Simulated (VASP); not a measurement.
The system is GaN.

```
Ga N
1.0
     3.30003    0.00000    0.00000
    -1.65002    2.85791    0.00000
     0.00000    0.00000    4.75587
Ga N
2 2
Direct
  0.33333 0.66667 0.25000
  0.66667 0.33333 0.75000
  0.66667 0.33333 0.25000
  0.33333 0.66667 0.75000
```

Base run:

```yaml
Program: VASP 6.6.1
Functional: r2SCAN
Potentials_or_basis: VASP PAW PBE potentials, release 64 (Ga_d, N)
Cutoff: 520 eV
k_mesh: 6 × 6 × 4
Occupations: gaussian, width 0.01 eV
Spin: no spin polarisation
```

Its results: band gap on the k mesh 1.88 eV, direct; pressure 0.9 GPa.

Question: The run is repeated on the same cell with these changes: functional from r2SCAN to LDA; potentials or basis from VASP PAW PBE potentials, release 64 (Ga_d, N) to VASP PAW LDA potentials, release 64 (Ga_d, N). What comes out?

Answer: Band gap on the k mesh 1.46 eV, direct; pressure -4.3 GPa.

Caveats: the PAW data sets were made with another functional, which shifts forces and pressure a little (some runs).

